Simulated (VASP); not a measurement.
A run of VASP 6.6.1 is set up as follows.

INCAR

```
SYSTEM = Ge
PREC     = Accurate       ! precision mode
ENCUT    = 520            ! plane-wave cutoff, eV
EDIFF    = 1E-6           ! SCF threshold, eV
ISMEAR   = 0              ! smearing method
SIGMA    = 0.1            ! smearing width, eV
LREAL    = .FALSE.        ! projectors in reciprocal space
LASPH    = .TRUE.         ! aspherical terms in the spheres
NELM     = 60             ! most SCF steps
ALGO     = Normal         ! electronic algorithm
ISIF     = 2              ! what is computed and relaxed
LWAVE    = .FALSE.        ! write WAVECAR
LCHARG   = .TRUE.         ! write CHGCAR
LDIPOL   = .TRUE.       
IDIPOL   = 3            
DIPOL    = 0.5 0.5 0.502
GGA      = PE             ! functional
LELF     = .TRUE.         ! ELF
LVHAR    = .TRUE.       
LVACPOTAV= .TRUE.       
NBANDS   = 51             ! bands
```

Contents of KPOINTS:

```
Automatic mesh
0
G
  18 18 1
  0 0 0
```

The input POSCAR:

```
Ge
1.0
    3.9975858400      0.0000000000      0.0000000000
   -1.9987929200      3.4620108900      0.0000000000
    0.0000000000      0.0000000000     27.4295962663
Ge
6
Direct
    0.3333333334      0.6666666668      0.3645697116
    0.6666666666      0.3333333334      0.3948369575
    0.6666666666      0.3333333334      0.4848663770
    0.3333333334      0.6666666668      0.5171311480
    0.3333333334      0.6666666668      0.6099832366
    0.6666666666      0.3333333334      0.6408589796
```

Potentials or basis: VASP PAW PBE potentials, release 64 (Ge_d).

Launch:

```console
$ cat potpaw_PBE.64/Ge_d/POTCAR > POTCAR
$ mpirun -np 1 vasp_std > vasp.out
```

(1) Predict the band gap on the k mesh.

(2) What does it give for the largest force?

Answers

(1) zero (bands 42 and 43 overlap by 0.50 eV).

(2) 0.469 eV/Å.
